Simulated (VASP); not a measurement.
# TlH4 (P1) in VASP: relaxation of cell and atoms with PBE

Aim: the relaxation of cell and atoms of TlH4 with PBE.

Everything below comes from runs of VASP 6.6.1. Logs are shortened: lines on timing, memory, paths and dates and some standing lists are left out, and cuts for length are marked.

## Step 1: The cell of the first run

The typed cell holds 10 atoms: a = 3.900 Å, b = 4.095 Å, c = 7.825 Å, α = 94.30°, β = 96.08°, γ = 94.83°.

## Step 2: Relaxation of cell and atoms, PBE

INCAR reads:

```
ALGO = Normal
EDIFF = 1E-7
EDIFFG = -0.04
ENCUT = 600
GGA = PE
IBRION = 2
ISIF = 3
ISMEAR = 0
LASPH = T
LCHARG = F
LREAL = F
LWAVE = F
NELM = 60
NSW = 90
PREC = Accurate
SIGMA = 0.1
```

KPOINTS reads:

```
k-points
0
Gamma
  4 4 2
```

POSCAR reads:

```
TlH4
1.0
    3.9002657431      0.0000000000      0.0000000000
   -0.3450542426      4.0800237578      0.0000000000
   -0.8287795591     -0.6595447811      7.7527763574
Tl H
2 8
Direct
    0.4315168206      0.4594344861      0.2054895806
    0.4541760673      0.4855645786      0.7244322221
    0.2120710658      0.0021243623      0.1419738500
    0.8944905435      0.0108952192      0.4080416518
    0.5133643971      0.5395664001      0.9645584735
    0.4447342533      0.4796701790      0.4798134396
    0.7074447385      0.0358503832      0.3900158413
    0.4415902178      0.9870622209      0.7163829300
    0.9401654619      0.5266377944      0.2269766394
    0.9604464341      0.4731943761      0.7423153718
```

Potentials or basis: VASP PAW PBE potentials, release 64 (Tl_d, H).

The run is started by

```console
$ cat potpaw_PBE.64/Tl_d/POTCAR potpaw_PBE.64/H/POTCAR > POTCAR
$ mpirun -np 1 vasp_std > vasp.out
```

OUTCAR:

```text
EDIFF = 1E-7
   EDIFFG = -0.04
   ENCUT = 600
   GGA = PE
   IBRION = 2
   ISIF = 3
   ISMEAR = 0
   LASPH = T
   LREAL = F
   NELM = 60
   NSW = 90
   PREC = Accurate

 ion  position               nearest neighbor table
   1  0.432  0.459  0.205-   9 1.97   9 1.98   5 1.99   3 2.00   6 2.14   3 2.51   2 3.78   2 4.05

   2  0.454  0.486  0.724-   5 1.86   6 1.91  10 1.94  10 1.97   8 2.03   8 2.06   1 3.78   1 4.05

   3  0.212  0.002  0.142-   1 2.00   1 2.51
   4  0.894  0.011  0.408-   7 0.75
   5  0.513  0.540  0.965-   2 1.86   1 1.99
   6  0.445  0.480  0.480-   2 1.91   1 2.14
   7  0.707  0.036  0.390-   4 0.75
   8  0.442  0.987  0.716-   2 2.03   2 2.06
   9  0.940  0.527  0.227-   1 1.97   1 1.98
  10  0.960  0.473  0.742-   2 1.94   2 1.97

  LATTYP: Found a triclinic cell.
 ALAT       =     3.9002657431
 B/A-ratio  =     1.5096579599
 C/A-ratio  =     2.0062209790
 COS(alpha) =     0.0179601395
 COS(beta)  =     0.1059170961
 COS(gamma) =     0.7210039939

  Lattice vectors:

 A1 = (   3.9002657431,   0.0000000000,   0.0000000000)
 A2 = (   4.2453199857,  -4.0800237578,   0.0000000000)
 A3 = (   0.8287795591,   0.6595447811,  -7.7527763574)

Analysis of symmetry for initial positions (statically):
=====================================================================
 Subroutine PRICEL returns:
 Original cell was already a primitive cell.

 Routine SETGRP: Setting up the symmetry group for a
 triclinic supercell.

 Subroutine GETGRP returns: Found  1 space group operations
 (whereof  1 operations were pure point group operations)
 out of a pool of  2 trial point group operations.

The static configuration has the point symmetry C_1 .

Analysis of symmetry for dynamics (positions and initial velocities):
=====================================================================
 Subroutine PRICEL returns:
 Original cell was already a primitive cell.

 Routine SETGRP: Setting up the symmetry group for a
 triclinic supercell.

 Subroutine GETGRP returns: Found  1 space group operations
 (whereof  1 operations were pure point group operations)
 out of a pool of  2 trial point group operations.

The dynamic configuration has the point symmetry C_1 .

 Subroutine INISYM returns: Found  1 space group operations
 (whereof  1 operations are pure point group operations),
 and found     1 'primitive' translations

----------------------------------------------------------------------------------------

                                     Primitive cell

  volume of cell :     123.3713
[... 104 lines left out ...]
   IBRION =      2    ionic relax: 0-MD 1-quasi-New 2-CG
   NFREE  =      1    steps in history (QN), initial steepest desc. (CG)
   ISIF   =      3    stress and relaxation
   ISYM   =      2    0-nonsym 1-usesym 2-fastsym
   POTIM  = 0.5000    time-step for ionic-motion
   TEBEG  =    0.0;   TEEND  =   0.0 temperature during run
   PSTRESS=    0.0 pullay stress
   NELECT =      34.0000    total number of electrons
   NUPDOWN=      -1.0000    fix difference up-down
   EMIN   =  10.00;   EMAX   =-10.00  energy-range for DOS
   EFERMI =   0.00;   METHOD = LEGACY
   ISMEAR =     0;   SIGMA  =   0.10  broadening in eV -4-tet -1-fermi 0-gaus
   EFERMI_NEDOS =   21; number of points for ismear=-14 and -15
   IALGO  =     38    algorithm
   IMIX   =      4    mixing-type and parameters
     AMIX     =   0.40;   BMIX     =  1.00
     AMIX_MAG =   1.60;   BMIX_MAG =  1.00
  volume/ion in A,a.u.               =      12.34        83.26
  Fermi-wavevector in a.u.,A,eV,Ry     =   1.065360  2.013239 15.442505  1.134992
  Thomas-Fermi vector in A             =   2.200909
   LORBIT       =      0    0 simple, 1 ext, 2 COOP (PROOUT), +10 PAW based schemes
   GGA     = PE    functional components
   LHFCALC =     F    Hartree Fock is set to
   AEXX    =    0.0000 exact exchange contribution
   IVDW    =     0    specifies the selected vdW correction
   LEPSILON=     F    determine dielectric tensor
   LRPA    =     F    only Hartree local field effects (RPA)
 conjugate gradient relaxation of ions
 non-spin polarized calculation
 Gauss-broadening in eV      SIGMA  =   0.10
  energy-cutoff  :      600.00
  volume of cell :      123.37
 maximum number of plane-waves:      4134
   NGX = 15   NGY = 17   NGZ = 31

--------------------------------------- Ionic step        1  -------------------------------------------

 number of electron      34.0000003 magnetization

 Free energy of the ion-electron system (eV)
  ---------------------------------------------------
  ext. energy  EPLUGINS =         0.00000000
  ---------------------------------------------------
  free energy    TOTEN  =       -26.18254116 eV

  energy without entropy =      -26.17409360  energy(sigma->0) =      -26.17831738

------------------------ aborting loop because EDIFF is reached ----------------------------------------

  FORCE on cell =-STRESS in cart. coord.  units (eV):
  Direction    XX          YY          ZZ          XY          YZ          ZX
  --------------------------------------------------------------------------------------
  -------------------------------------------------------------------------------------
  Total        0.3906812     -0.6504218      0.6913763     -0.0133262      0.0526654      0.0623157
  in kB        5.0736323     -8.4467865      8.9786479     -0.1730620      0.6839458      0.8092715
  external PRESSURE =       1.8684979 kB  Pullay stress =       0.0000000 kB
[... 113 lines left out ...]
  FREE ENERGIE OF THE ION-ELECTRON SYSTEM (eV)
  ---------------------------------------------------
  free  energy   TOTEN  =       -26.2885131422 eV

  energy  without entropy=      -26.2811100882  energy(sigma->0) =      -26.28481162

[... ionic steps 4 to 62 ...]

--------------------------------------- Ionic step       63  -------------------------------------------

 number of electron      33.9999999 magnetization

------------------------ aborting loop because EDIFF is reached ----------------------------------------
[... 83 lines left out ...]
--------------------------------------- Ionic step       65  -------------------------------------------

 number of electron      33.9999999 magnetization

 Free energy of the ion-electron system (eV)
  ---------------------------------------------------
  ext. energy  EPLUGINS =         0.00000000
  ---------------------------------------------------
  free energy    TOTEN  =       -26.88576995 eV

  energy without entropy =      -26.88002727  energy(sigma->0) =      -26.88289861

 E-fermi :   1.3363     XC(G=0):  -7.9149

 val. band max:        1.0871765640   @ k =   0.2500   0.5000   0.5000
 cond. band min:       1.3829376103   @ k =  -0.2500   0.2500   0.0000
 fundamental gap:      0.2957610463
 Fermi energy:         1.3362683439

 k-point     1 :       0.0000    0.0000    0.0000
  band No.  band energies     occupation
      1     -10.7792      2.00000
      2     -10.7144      2.00000
      3     -10.4812      2.00000
      4     -10.1985      2.00000
      5      -9.9898      2.00000
      6      -9.9860      2.00000
[... 546 lines left out ...]
  FREE ENERGIE OF THE ION-ELECTRON SYSTEM (eV)
  ---------------------------------------------------
  free  energy   TOTEN  =       -26.8857699498 eV

  energy  without entropy=      -26.8800272651  energy(sigma->0) =      -26.88289861

 reached required accuracy - stopping structural energy minimisation
```

CONTCAR:

```text
TlH4
   1.00000000000000
     3.9530065113338262    0.1654545359490796    0.2080461499475492
    -0.1763725538121480    3.9708905072984138    0.1554458890822180
    -0.4600686516742858   -0.3503772176412522    7.9681458177190123
  Tl              H
     2     8
Direct
     0.3916815734567228    0.4989979059383636    0.1964628633115966
     0.4045836264099795    0.5021963919454268    0.7015394654204866
     0.3928054362144947    0.9986534067033424    0.2010131310425017
     0.9936318119006834    0.9900399661119472    0.4394098085224630
     0.4036737242232074    0.5008162487613880    0.9330982415467098
     0.4016363456248859    0.4993630093593965    0.4689663232184852
     0.8092410569091282    0.0077242989090747    0.4577345890271587
     0.4056696953680746    0.0012935659625778    0.7025782665080976
     0.8925821555435446    0.5003491094439980    0.1943316619411167
     0.9044945742492775    0.5005660967644898    0.7048656495613790

  0.00000000E+00  0.00000000E+00  0.00000000E+00
  0.00000000E+00  0.00000000E+00  0.00000000E+00
  0.00000000E+00  0.00000000E+00  0.00000000E+00
  0.00000000E+00  0.00000000E+00  0.00000000E+00
  0.00000000E+00  0.00000000E+00  0.00000000E+00
  0.00000000E+00  0.00000000E+00  0.00000000E+00
  0.00000000E+00  0.00000000E+00  0.00000000E+00
  0.00000000E+00  0.00000000E+00  0.00000000E+00
  0.00000000E+00  0.00000000E+00  0.00000000E+00
  0.00000000E+00  0.00000000E+00  0.00000000E+00
```

Wall time 17 min (1 thread of Intel Xeon 6975P-C (Granite Rapids), shared host); peak memory 0.3 GiB.

What came out:

```
Free energy                           : -26.8858 eV
Relaxed volume                        : 12.59 Å³/atom
Relaxed cell                          : a = 3.962 Å, b = 3.978 Å, c = 7.989 Å, α = 90.13°, β = 90.40°, γ = 90.03°
Space group after relaxing (to 0.1 Å) : Pm (No. 6)
Energy gained by relaxing             : 70.3 meV/atom
Ionic steps                           : 65
Pressure after relaxing               : 0.0 GPa
Largest force after relaxing          : 0.037 eV/Å
Band gap on the k mesh                : zero (bands 17 and 18 overlap by 4.62 eV)
```

Forces on the atoms (eV/Å):
```
Tl   0.036 -0.007  0.007
Tl  -0.003 -0.013 -0.004
H   -0.005  0.016 -0.001
H    0.013  0.001 -0.006
H   -0.007  0.000  0.010
H   -0.008  0.003 -0.011
H   -0.017  0.003  0.000
H    0.000  0.002  0.003
H    0.000 -0.009  0.005
H   -0.007  0.004 -0.003
```

The path:
| step | energy change (eV) | largest force (eV/Å) | pressure (GPa) | volume (Å³) |
| --- | --- | --- | --- | --- |
| 1 | 0.0000 | 0.6638 | 0.19 | 123.37 |
| 3 | -0.1060 | 1.4279 | -0.18 | 124.16 |
| 5 | -0.1622 | 0.5419 | 0.45 | 124.40 |
| 7 | -0.1759 | 0.5543 | 0.50 | 124.64 |
| 9 | -0.2589 | 0.7055 | 0.00 | 126.41 |
| 11 | -0.2841 | 1.0399 | -0.32 | 128.03 |
| 13 | -0.3189 | 0.5533 | -0.95 | 128.77 |
| 15 | -0.3825 | 0.3941 | -0.85 | 128.17 |
| 17 | -0.4036 | 1.5678 | 0.52 | 125.25 |
| 19 | -0.4900 | 0.3735 | -0.09 | 125.94 |
| 21 | -0.5542 | 0.3467 | 0.28 | 124.79 |
| 23 | -0.5974 | 0.6846 | -0.33 | 126.13 |
| 25 | -0.6121 | 0.2322 | -0.18 | 126.45 |
| 27 | -0.6294 | 0.1869 | -0.20 | 126.41 |
| 29 | -0.6396 | 0.3966 | -0.21 | 126.20 |
| 31 | -0.6552 | 0.3078 | 0.02 | 126.01 |
| 33 | -0.6603 | 0.2941 | 0.07 | 125.83 |
| 35 | -0.6685 | 0.1392 | 0.10 | 125.50 |
| 37 | -0.6739 | 0.3329 | 0.15 | 125.56 |
| 39 | -0.6778 | 0.2045 | 0.03 | 125.62 |
| 41 | -0.6811 | 0.1987 | -0.08 | 125.74 |
| 43 | -0.6851 | 0.2025 | -0.15 | 126.08 |
| 45 | -0.6891 | 0.0810 | -0.12 | 125.86 |
| 47 | -0.6923 | 0.1030 | -0.01 | 125.50 |
| 49 | -0.6935 | 0.0899 | 0.11 | 125.34 |
| 51 | -0.6951 | 0.0844 | 0.20 | 125.16 |
| 53 | -0.6965 | 0.0776 | 0.13 | 125.36 |
| 55 | -0.6985 | 0.0868 | -0.08 | 126.01 |
| 57 | -0.6991 | 0.1028 | -0.05 | 126.07 |
| 59 | -0.7005 | 0.0876 | -0.08 | 126.12 |
| 61 | -0.7021 | 0.0470 | 0.05 | 125.75 |
| 63 | -0.7028 | 0.1271 | 0.08 | 125.82 |
| 65 | -0.7032 | 0.0373 | 0.01 | 125.90 |

Final structure:
```
CELL_PARAMETERS angstrom
3.95301 0.16545 0.20805
-0.17637 3.97089 0.15545
-0.46007 -0.35038 7.96815
ATOMIC_POSITIONS crystal
Tl 0.39168 0.49900 0.19646
Tl 0.40458 0.50220 0.70154
H 0.39281 0.99865 0.20101
H 0.99363 0.99004 0.43941
H 0.40367 0.50082 0.93310
H 0.40164 0.49936 0.46897
H 0.80924 0.00772 0.45773
H 0.40567 0.00129 0.70258
H 0.89258 0.50035 0.19433
H 0.90449 0.50057 0.70487
```

Levels at points of the mesh, in eV from the Fermi level:
| k point | band 14 | band 15 | band 16 | band 17 | band 18 | band 19 | band 20 | band 21 |
| --- | --- | --- | --- | --- | --- | --- | --- | --- |
| (0.00, 0.00, 0.00) | -3.86 | 0.46 | 0.51 | 0.70 | 3.26 | 3.37 | 3.46 | 4.58 |
| (0.50, 0.00, 0.00) | -4.41 | -4.27 | -4.02 | 0.66 | 3.53 | 4.31 | 4.57 | 4.93 |
| (0.00, 0.50, 0.00) | -4.37 | -4.29 | -3.93 | 0.70 | 3.63 | 4.41 | 4.64 | 4.83 |
| (0.50, 0.50, 0.00) | -4.31 | -4.26 | -4.03 | -3.93 | -3.92 | 3.60 | 4.07 | 5.10 |
| (0.00, 0.00, 0.50) | -2.85 | -1.60 | 0.55 | 0.63 | 3.67 | 3.84 | 4.04 | 4.06 |
| (0.50, 0.00, 0.50) | -4.47 | -3.83 | -2.49 | -1.25 | 3.11 | 3.52 | 4.95 | 5.07 |
| (0.00, 0.50, 0.50) | -4.48 | -3.75 | -2.48 | -1.22 | 3.39 | 3.61 | 4.96 | 5.02 |
| (0.50, 0.50, 0.50) | -4.17 | -4.14 | -4.08 | -4.06 | -1.42 | 0.16 | 4.30 | 4.59 |

Caveat: the k points lie up to 0.40 Å⁻¹ apart in the final cell, too coarse for converged energies and pressures of a metal; spin-orbit coupling is left out, which moves the levels of the heavy elements.
